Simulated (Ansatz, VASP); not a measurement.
# One calculation of MnHg, two programs

```
CELL_PARAMETERS angstrom
3.32426 0.00000 0.00000
0.00000 3.32426 0.00000
0.00000 0.00000 3.32426
ATOMIC_POSITIONS crystal
Mn 0.50000 0.50000 0.50000
Hg 0.00000 0.00000 0.00000
```

Alike in both runs: task relaxation of cell and atoms; functional PBEsol; k mesh 12 × 12 × 12; occupations gaussian, width 0.1 eV; collinear spin.

|  | VASP | Ansatz |
| --- | --- | --- |
| version | VASP 6.6.1 | Ansatz 0.2.0 |
| potentials or method | VASP PAW PBE potentials, release 64 (Mn_pv, Hg), cutoff 600 eV | scalar-relativistic, plane waves, PAW |
| valence electrons in the cell | 25 | 35 |

Ansatz gave:

| Property | Result |
| --- | --- |
| gap on the k mesh at the Fermi level, each at its own relaxed structure (eV) | none |
| net moment per atom (μB) | 1.85 |
| size of the moment on the site where the two differ most (μB) | 0.02 |
| relaxed volume (Å³/atom) | 17.00 |
| relaxed cell length with the largest relative difference (Å) | 3.240 |

Question: What did VASP give for the same quantities?

Answer: gap on the k mesh at the Fermi level, each at its own relaxed structure (eV): none; net moment per atom (μB): 1.86; size of the moment on the site where the two differ most (μB): 0.06; relaxed volume (Å³/atom): 17.13; relaxed cell length with the largest relative difference (Å): 3.248.

VASP's potentials were made for PBE, not for PBEsol. Site moments also hang on the region over which each program counts them. A gap of «none» marks a metal or a gap that the smearing closes. VASP's potentials hold 25 valence electrons a cell and Ansatz's 35, so a difference there can come from the potentials and not from the codes.

Neither program's run includes spin-orbit coupling.
